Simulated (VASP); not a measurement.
# AlP (F-43m) in VASP: vibrations by perturbation theory with PBEsol

Aim: the vibrations by perturbation theory of AlP with PBEsol.

All numbers are computed with VASP 6.6.1; they aren't measurements. Logs are shortened: lines on timing, memory, paths and dates and some standing lists are left out, and cuts for length are marked.

## Step 1: The cell of the first run

The structure is cubic, space group F-43m (No. 216). The conventional cell has a = 5.505 Å, b = 5.505 Å, c = 5.505 Å, α = 90.00°, β = 90.00°, γ = 90.00°. Al (site symmetry -43m) has 4 P at 2.38 Å within 3.1 Å. P (site symmetry -43m) has 4 Al at 2.38 Å within 3.1 Å.

## Step 2: Vibrations by perturbation theory, PBEsol

The input, INCAR:

```
PREC     = Accurate       # precision mode
ENCUT    = 500            # plane-wave cutoff, eV
EDIFF    = 1E-8           # SCF threshold, eV
ISMEAR   = 0              # smearing method
SIGMA    = 0.01           # smearing width, eV
LREAL    = F              # projectors in reciprocal space
LASPH    = T              # aspherical terms in the spheres
NELM     = 120            # most SCF steps
ALGO     = Normal         # electronic algorithm
ISIF     = 2              # what is computed and relaxed
LWAVE    = F              # write WAVECAR
LCHARG   = F              # write CHGCAR
GGA      = PS             # functional
NBANDS   = 11             # bands
IBRION   = 8              # ionic algorithm
NSW      = 1              # ionic steps
GGA_COMPAT= F
```

The input, KPOINTS:

```
Automatic mesh
0
Gamma
  5 5 5
```

The input, POSCAR:

```
AlP
1.0
    0.0000000000      2.7524869036      2.7524869036
    2.7524869036      0.0000000000      2.7524869036
    2.7524869036      2.7524869036      0.0000000000
Al P
1 1
Direct
    0.0000000000      0.0000000000      0.0000000000
    0.2500000000      0.2500000000      0.2500000000
```

Potentials or basis: VASP PAW PBE potentials, release 64 (Al, P).

Run with:

```console
$ cat potpaw_PBE.64/Al/POTCAR potpaw_PBE.64/P/POTCAR > POTCAR
$ mpirun -np 1 vasp_std > vasp.out
```

OUTCAR:

```text
PREC = Accurate
   ENCUT = 500
   EDIFF = 1E-8
   ISMEAR = 0
   LREAL = F
   LASPH = T
   NELM = 120
   ISIF = 2
   GGA = PS
   IBRION = 8
   NSW = 1

 ion  position               nearest neighbor table
   1  0.000  0.000  0.000-   2 2.38   2 2.38   2 2.38   2 2.38
   2  0.250  0.250  0.250-   1 2.38   1 2.38   1 2.38   1 2.38

  LATTYP: Found a face centered cubic cell.
 ALAT       =     5.5049738072

  Lattice vectors:

 A1 = (   0.0000000000,   2.7524869036,   2.7524869036)
 A2 = (   2.7524869036,   0.0000000000,   2.7524869036)
 A3 = (   2.7524869036,   2.7524869036,   0.0000000000)

Analysis of symmetry for initial positions (statically):
=====================================================================
 Subroutine PRICEL returns:
 Original cell was already a primitive cell.

 Routine SETGRP: Setting up the symmetry group for a
 face centered cubic supercell.

 Subroutine GETGRP returns: Found 24 space group operations
 (whereof 24 operations were pure point group operations)
 out of a pool of 48 trial point group operations.

The static configuration has the point symmetry T_d .

Analysis of symmetry for dynamics (positions and initial velocities):
=====================================================================
 Subroutine PRICEL returns:
 Original cell was already a primitive cell.

 Routine SETGRP: Setting up the symmetry group for a
 face centered cubic supercell.

 Subroutine GETGRP returns: Found 24 space group operations
 (whereof 24 operations were pure point group operations)
 out of a pool of 48 trial point group operations.

The dynamic configuration has the point symmetry T_d .

 Subroutine INISYM returns: Found 24 space group operations
 (whereof 24 operations are pure point group operations),
 and found     1 'primitive' translations

----------------------------------------------------------------------------------------

                                     Primitive cell

  volume of cell :      41.7067

  direct lattice vectors                    reciprocal lattice vectors
     0.000000000  2.752486904  2.752486904    -0.181653907  0.181653907  0.181653907
     2.752486904  0.000000000  2.752486904     0.181653907 -0.181653907  0.181653907
     2.752486904  2.752486904  0.000000000     0.181653907  0.181653907 -0.181653907

  length of vectors
     3.892604309  3.892604309  3.892604309     0.314633796  0.314633796  0.314633796

  position of ions in fractional coordinates (direct lattice)
     0.000000000  0.000000000  0.000000000
     0.250000000  0.250000000  0.250000000

  ion indices of the primitive-cell ions
   primitive index   ion index
                 1           1
                 2           2

----------------------------------------------------------------------------------------

 KPOINTS: Automatic mesh

Automatic generation of k-mesh.
 Grid dimensions read from file:
 generate k-points for:    5    5    5

 Generating k-lattice:

  Cartesian coordinates                     Fractional coordinates (reciprocal lattice)
    -0.036330781  0.036330781  0.036330781     0.200000000  0.000000000  0.000000000
     0.036330781 -0.036330781  0.036330781     0.000000000  0.200000000  0.000000000
     0.036330781  0.036330781 -0.036330781     0.000000000  0.000000000  0.200000000

  Length of vectors
     0.062926759  0.062926759  0.062926759

  Shift w.r.t. Gamma in fractional coordinates (k-lattice)
     0.000000000  0.000000000  0.000000000

[... 63 lines left out ...]
   IVDW    =     0    specifies the selected vdW correction
   LEPSILON=     F    determine dielectric tensor
   LRPA    =     F    only Hartree local field effects (RPA)
 non-spin polarized calculation
 Gauss-broadening in eV      SIGMA  =   0.01
  energy-cutoff  :      500.00
  volume of cell :       41.71
 maximum number of plane-waves:      1073
   NGX = 15   NGY = 15   NGZ = 15

--------------------------------------- Ionic step        1  -------------------------------------------

 number of electron       8.0000001 magnetization

 Free energy of the ion-electron system (eV)
  ---------------------------------------------------
  ext. energy  EPLUGINS =         0.00000000
  ---------------------------------------------------
  free energy    TOTEN  =       -10.96348567 eV

  energy without entropy =      -10.96348567  energy(sigma->0) =      -10.96348567

 E-fermi :   4.3753     XC(G=0):  -9.2658

 val. band max:        4.3264986160   @ k =   0.0000   0.0000   0.0000
 cond. band min:       6.0460975696   @ k =   0.4000   0.4000   0.0000
 fundamental gap:      1.7195989536
 Fermi energy:         4.3752919695

 k-point     1 :       0.0000    0.0000    0.0000
  band No.  band energies     occupation
      1      -7.0631      2.00000
      2       4.3265      2.00000
      3       4.3265      2.00000
      4       4.3265      2.00000
      5       7.3202      0.00000
      6       8.7944      0.00000
      7       8.7944      0.00000
      8       8.7944      0.00000
      9      13.0915      0.00000
     10      13.0915      0.00000
     11      14.2406      0.00000
[... 114 lines left out ...]
  band No.  band energies     occupation
      1      -4.9646      2.00000
      2      -0.4568      2.00000
      3       1.2566      2.00000
      4       2.1685      2.00000
      5       8.2121      0.00000
      6       9.3292      0.00000
      7       9.8651      0.00000
      8      12.8082      0.00000
      9      13.7174      0.00000
     10      15.3382      0.00000
     11      18.2160      0.00000

------------------------ aborting loop because EDIFF is reached ----------------------------------------

  FORCE on cell =-STRESS in cart. coord.  units (eV):
  Direction    XX          YY          ZZ          XY          YZ          ZX
  --------------------------------------------------------------------------------------
  -------------------------------------------------------------------------------------
  Total       -0.3727469     -0.3727469     -0.3727469     -0.0000000      0.0000000      0.0000000
  in kB      -14.3192037    -14.3192037    -14.3192037     -0.0000000      0.0000000      0.0000000
  external PRESSURE =     -14.3192037 kB  Pullay stress =       0.0000000 kB

 VOLUME and BASIS-vectors are now :
 -----------------------------------------------------------------------------
  energy-cutoff  :      500.00
  volume of cell :       41.71
      direct lattice vectors                 reciprocal lattice vectors
     0.000000000  2.752486904  2.752486904    -0.181653907  0.181653907  0.181653907
     2.752486904  0.000000000  2.752486904     0.181653907 -0.181653907  0.181653907
     2.752486904  2.752486904  0.000000000     0.181653907  0.181653907 -0.181653907

 POSITION                                       TOTAL-FORCE (eV/Angst)
 -----------------------------------------------------------------------------------
      0.00000      0.00000      0.00000        -0.000000     -0.000000     -0.000000
      1.37624      1.37624      1.37624         0.000000      0.000000      0.000000
 -----------------------------------------------------------------------------------
    total drift:                                0.000000      0.000000      0.000000

  FREE ENERGIE OF THE ION-ELECTRON SYSTEM (eV)
  ---------------------------------------------------
  free  energy   TOTEN  =       -10.9634856705 eV

  energy  without entropy=      -10.9634856705  energy(sigma->0) =      -10.96348567

[... ionic steps 2 to 3 ...]

--------------------------------------- Ionic step        4  -------------------------------------------

------------------------ aborting loop because EDIFF is reached ----------------------------------------

[... ionic steps 5 to 6 ...]

--------------------------------------- Ionic step        7  -------------------------------------------

 Free energy of the ion-electron system (eV)
  ---------------------------------------------------
  ---------------------------------------------------
  free energy    TOTEN  =        -0.04934019 eV

  energy without entropy =       -0.04934019

------------------------ aborting loop because EDIFF is reached ----------------------------------------

 INTERNAL STRAIN TENSOR  FOR ION    2  DIRECTION 1   (eV/Angst):
 -----------------------------------------------------------------------------
    -0.00116  0.00000  0.00000
     0.00000  0.00270 -7.43214
     0.00000 -7.43214  0.00270

 INTERNAL STRAIN TENSOR FOR ION    2 for displacements in x,y,z  (eV/Angst):
          X           Y           Z          XY          YZ          ZX
  --------------------------------------------------------------------------------
  x    -0.00000     0.00000     0.00000     0.00000    -7.43214     0.00000
  y    -0.00000     0.00000    -0.00000     0.00000     0.00000    -7.43214
  z     0.00000     0.00000    -0.00000    -7.43214     0.00000     0.00000

 SECOND DERIVATIVES (NOT SYMMETRIZED)
 ------------------------------------
               1X          1Y          1Z          2X          2Y          2Z
  1X    -9.563361    0.000000    0.000000    9.563361    0.000000    0.000000
  1Y     0.000000   -9.563361    0.000000    0.000000    9.563361    0.000000
  1Z     0.000000    0.000000   -9.563361    0.000000    0.000000    9.563361
  2X     9.572257    0.000000    0.000000   -9.572257    0.000000    0.000000
  2Y     0.000000    9.572257    0.000000    0.000000   -9.572257    0.000000
  2Z     0.000000    0.000000    9.572257    0.000000    0.000000   -9.572257

 Eigenvectors and eigenvalues of the dynamical matrix
 ----------------------------------------------------

   1 f  =   12.734087 THz    80.010628 2PiTHz  424.763421 cm-1    52.663929 meV
             X         Y         Z           dx          dy          dz
      0.000000  0.000000  0.000000     0.690478    0.239704    0.000000
      1.376243  1.376243  1.376243    -0.644736   -0.223825    0.000000
[... 21 lines left out ...]
   6 f/i=    0.002953 THz     0.018555 2PiTHz    0.098508 cm-1     0.012213 meV
             X         Y         Z           dx          dy          dz
      0.000000  0.000000  0.000000     0.148812    0.459071    0.482588
      1.376243  1.376243  1.376243     0.159370    0.491640    0.516826

--------------------------------------------------------------------------------------------------------

 ELASTIC MODULI CONTR FROM IONIC RELAXATION (kBar)
 Direction    XX          YY          ZZ          XY          YZ          ZX
 --------------------------------------------------------------------------------
 XX          -0.0000      0.0000     -0.0000      0.0000     -0.0000     -0.0000
 YY           0.0000     -0.0000      0.0000      0.0000      0.0000      0.0000
 ZZ          -0.0000      0.0000     -0.0000     -0.0000      0.0000     -0.0000
 XY           0.0000      0.0000     -0.0000   -219.3109      0.0000      0.0000
 YZ          -0.0000      0.0000      0.0000      0.0000   -219.3109     -0.0000
 ZX          -0.0000      0.0000     -0.0000      0.0000     -0.0000   -219.3109
 --------------------------------------------------------------------------------
```

Wall time 37 s (1 thread of Intel Xeon Platinum 8259CL at 2.50GHz (Skylake/Cascade Lake), shared host); peak memory 0.18 GiB.

What came out:

| Item | Value |
| --- | --- |
| Highest phonon frequency at Γ, LO-TO splitting left out | 425 cm⁻¹ |

Phonon frequencies in cm⁻¹ (negative: imaginary):
| q point | frequencies |
| --- | --- |
| (0.000, 0.000, 0.000) | 0 0 0 425 425 425 |

Caveat: the k points lie up to 0.40 Å⁻¹ apart; the cell stands under pressure or tension, which shifts response properties; the PAW data sets were made with another functional, which shifts forces and pressure a little.
